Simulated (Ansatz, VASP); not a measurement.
One calculation of SrTiO3, two programs

```
Sr Ti O
1.0
     3.93641    0.00000    0.00000
     0.00000    3.93641    0.00000
     0.00000    0.00000    3.93641
Sr Ti O
1 1 3
Cartesian
  0.1524 0.0000 0.0000
  1.8462 1.9682 1.9682
  -0.1368 1.9682 1.9682
  1.8019 0.0000 1.9682
  1.8019 1.9682 0.0000
```

Change from the starting cell: mode 1 frozen in at -0.077 Å and mode 7 at +0.173 Å (largest displacements).

Alike in both runs: task single point; functional PBE; k mesh 8 × 8 × 8; occupations gaussian, width 0.05 eV; no spin polarisation.

```csv
,VASP,Ansatz
version,VASP 6.6.1,Ansatz 0.2.0
potentials or method,"VASP PAW PBE potentials, release 64 (Sr_sv, Ti_sv, O), cutoff 520 eV","scalar-relativistic, plane waves, PAW"
valence electrons in the cell,40,40
```

Ansatz gave:

| Property | Result |
| --- | --- |
| gap on the k mesh at the Fermi level (eV) | 1.80 |
| least direct gap on the mesh (eV) | 2.16 |
| pressure (GPa) | 2.1 |
| traceless stress, the component that is largest in VASP (GPa) | -0.05 |
| rms of the force components (eV/Å) | 0.342 |

Q: Which values does VASP return?

A: gap on the k mesh at the Fermi level (eV): 1.76; least direct gap on the mesh (eV): 2.14; pressure (GPa): 2.8; traceless stress, the component that is largest in VASP (GPa): -0.06; rms of the force components (eV/Å): 0.355.

Atom by atom the forces differ by 0.016 eV/Å (rms over components).
